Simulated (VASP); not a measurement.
Sb:

```
CELL_PARAMETERS angstrom
3.35453 0.00000 0.00000
-1.67727 2.90511 0.00000
0.00000 0.00000 5.47016
ATOMIC_POSITIONS crystal
Sb 0.66667 0.33333 0.75000
Sb 0.33333 0.66667 0.25000
```

```yaml
Program: VASP 6.6.1
Task: relaxation of cell and atoms
Functional: BLYP
Potentials_or_basis: VASP PAW PBE potentials, release 64 (Sb)
Cutoff: 600 eV
k_mesh: 9 × 9 × 5
Occupations: fermi-dirac, width 0.05 eV
Spin: no spin polarisation
```

At the start: pressure 7.5 GPa; volume 26.65 Å³/atom.

Where does the relaxation end?

Over 31 steps the energy falls by 322.3 meV/atom and the volume is 33.24 Å³/atom (+24.7 %); space group P6_3/mmc (No. 194, to 0.05 Å).

The path:
```
step  energy change (eV)  largest force (eV/Å)  pressure (GPa)  volume (Å³)
   1              0.0000                0.0000            7.50        53.31
   2             -0.1241                0.0000           -2.07        63.52
   3             -0.1462                0.0000            0.01        60.28
   4             -0.1462                0.0000           -0.10        60.42
   5             -0.1462                0.0000            0.01        60.27
   6             -0.1462                0.0000            0.05        60.22
   7             -0.1463                0.0000            0.05        60.22
   8             -0.1466                0.0000            0.05        60.21
   9             -0.1473                0.0000            0.08        60.20
  10             -0.1507                0.0000            0.21        60.15
  11             -0.1638                0.0000            0.68        59.97
  12             -0.1674                0.0000            2.35        59.28
  13             -0.3970                0.0000            8.07        56.51
  14              3.8946                0.0000           62.49        44.61
  15             -0.3672                0.0000            9.82        55.81
  16             -0.3799                0.0000            9.39        56.00
  17             -0.3889                0.0000            8.96        56.17
  18             -0.3938                0.0000            8.84        56.26
  19             -0.4081                0.0000            8.48        56.52
  20             -0.4350                0.0000            7.78        57.05
  21             -0.4825                0.0000            6.45        58.12
  22             -0.5539                0.0000            4.07        60.29
  23             -0.6140                0.0000            0.32        64.81
  24             -0.6147                0.0000           -0.02        65.33
  25             -0.6198                0.0000           -0.02        65.42
  26             -0.6323                0.0000            0.02        65.68
  27             -0.6442                0.0000            0.12        66.18
  28             -0.6445                0.0000            0.13        66.27
  29             -0.6445                0.0000            0.13        66.25
  30             -0.6446                0.0000            0.06        66.37
  31             -0.6446                0.0000            0.00        66.47
```

Final structure:
```yaml
crystal:
  lattice:
    - [4.29521, 0.00000, 0.00000]
    - [-2.14761, 3.71976, 0.00000]
    - [0.00000, 0.00000, 4.16035]
  atoms:
    - { symbol: Sb, position: [0.66667, 0.33333, 0.75000] }
    - { symbol: Sb, position: [0.33333, 0.66667, 0.25000] }
```

Caveat: the volume moved by over 15 % at a fixed basis, so the end points are rough; the PAW data sets were made with another functional, which shifts forces and pressure a little.
